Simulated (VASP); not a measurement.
Wanted: the native input for a VASP 6.6.1 run.

```
Task                   : single point
Functional             : PBE
Potentials or basis    : VASP PAW PBE potentials, release 64 (Be, S)
Cutoff                 : 520 eV
k mesh                 : 14 × 14 × 14
Occupations            : gaussian, width 0.1 eV
Spin                   : no spin polarisation
Dipole correction      : no
Further INCAR settings : ALGO = Normal; EDIFF = 1e-06; NBANDS = 14
```

The structure of BeS2 lies in POSCAR:

```
BeS2
1.0
    0.0000000000      2.8415310489      2.8415310489
    2.8415310489      0.0000000000      2.8415310489
    2.8415310489      2.8415310489      0.0000000000
Be S
1 2
Direct
    0.0000000000      0.0000000000      0.0000000000
    0.2500000000      0.2500000000      0.2500000000
    0.7500000000      0.7500000000      0.7500000000
```

The cell was built from a structure type or drawn by symmetry, and may not be a known phase.

One way to write it, as run:

INCAR

```
SYSTEM = BeS2
ALGO     = Normal         ! electronic algorithm
EDIFF    = 1E-6           ! SCF threshold, eV
ENCUT    = 520            ! plane-wave cutoff, eV
GGA      = PE             ! functional
ISIF     = 2              ! what is computed and relaxed
ISMEAR   = 0              ! smearing method
LASPH    = .True.         ! aspherical terms in the spheres
LCHARG   = .False.        ! write CHGCAR
LREAL    = .False.        ! projectors in reciprocal space
LWAVE    = .False.        ! write WAVECAR
NBANDS   = 14             ! bands
NELM     = 80             ! most SCF steps
PREC     = Accurate       ! precision mode
SIGMA    = 0.1            ! smearing width, eV
```

KPOINTS

```
k-points
0
Gamma
  14 14 14
  0 0 0
```

Potentials or basis: VASP PAW PBE potentials, release 64 (Be, S).

Run with:

```sh
$ cat potpaw_PBE.64/Be/POTCAR potpaw_PBE.64/S/POTCAR > POTCAR
$ mpirun -np 1 vasp_std > vasp.out
```

Results of the run:

```
Pressure               : -0.1 GPa
Band gap on the k mesh : zero (bands 7 and 8 overlap by 4.13 eV)
```

It took 74 s on 1 thread of Intel Xeon 8259CL, on a shared host, peak memory 0.2 GiB.
